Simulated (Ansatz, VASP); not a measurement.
Two plane-wave programs on CdS

```
Cd S
1.0
     3.80224    0.00000    0.00000
    -1.90112    3.29284    0.00000
     0.00000    0.00000    6.38016
Cd S
2 2
Direct
  0.00000 0.00000 0.00000
  0.00000 0.00000 0.50000
  0.33333 0.66667 0.25000
  0.66667 0.33333 0.75000
```

Alike in both runs: task single point; functional r2SCAN; k mesh 6 × 6 × 4; no spin polarisation.

|  | VASP | Ansatz |
| --- | --- | --- |
| version | VASP 6.6.1 | Ansatz 0.2.0 |
| potentials or method | VASP PAW PBE potentials, release 64 (Cd, S) | plane waves, PAW |
| plane-wave cutoff (eV) | 520 | 500 |
| occupations | gaussian, width 0.01 eV | fixed |
| valence electrons in the cell | 36 | 52 |

```csv
,VASP,Ansatz,Ansatz less VASP
gap on the k mesh at the Fermi level (eV),1.39,1.41,+0.017
pressure (GPa),3.2,2.7,-0.53
"traceless stress, the component that is largest in VASP (GPa)",0.20,0.19,-0.013
```

VASP's potentials were made for PBE, not for r2SCAN. VASP's potentials hold 36 valence electrons a cell and Ansatz's 52, so a difference there can come from the potentials and not from the codes.
